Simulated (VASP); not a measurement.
Write the native input for VASP 6.6.1 that does the following.

* Task: single point
* Functional: PBE
* Potentials or basis: VASP PAW PBE potentials, release 64 (Si, Se)
* Cutoff: 520 eV
* k mesh: 6 × 6 × 4
* Occupations: gaussian, width 0.1 eV
* Spin: no spin polarisation
* Dipole correction: no
* Further INCAR settings: ALGO = Normal; EDIFF = 1e-07; NBANDS = 14

The structure of Si2Se lies in POSCAR:

```
Si2Se
1.0
    3.3829427988      0.0000000031      0.0000000000
   -1.6914714021      2.9297144017      0.0000000000
    0.0000000000      0.0000000000      5.9684799394
Si Se
2 1
Direct
    0.6666666667      0.3333333333      0.6993527047
    0.6666666667      0.3333333333      0.3006472953
    0.0000000000      0.0000000000      0.0000000000
```

The cell was built from a structure type or drawn by symmetry, and may not be a known phase.

These files were run (other wordings do the same):

INCAR

```
SYSTEM = Si2Se
PREC     = Accurate       ! precision mode
ENCUT    = 520            ! plane-wave cutoff, eV
EDIFF    = 1E-7           ! SCF threshold, eV
ISMEAR   = 0              ! smearing method
SIGMA    = 0.1            ! smearing width, eV
LREAL    = .FALSE.        ! projectors in reciprocal space
LASPH    = .TRUE.         ! aspherical terms in the spheres
NELM     = 60             ! most SCF steps
ALGO     = Normal         ! electronic algorithm
ISIF     = 2              ! what is computed and relaxed
LWAVE    = .FALSE.        ! write WAVECAR
LCHARG   = .FALSE.        ! write CHGCAR
GGA      = PE             ! functional
NBANDS   = 14             ! bands
```

KPOINTS

```
regular mesh
0
G
  6 6 4
  0 0 0
```

Potentials or basis: VASP PAW PBE potentials, release 64 (Si, Se).

The run is started by

```console
$ cat potpaw_PBE.64/Si/POTCAR potpaw_PBE.64/Se/POTCAR > POTCAR
$ mpirun -np 1 vasp_std > vasp.out
```

Results of the run:

```json
{
  "Pressure": "0.0 GPa",
  "Band gap on the k mesh": "zero (bands 7 and 8 overlap by 4.11 eV)"
}
```

It took 26 s on 1 thread of Intel Xeon 8259CL, with other jobs on the host, peak memory 0.18 GiB.
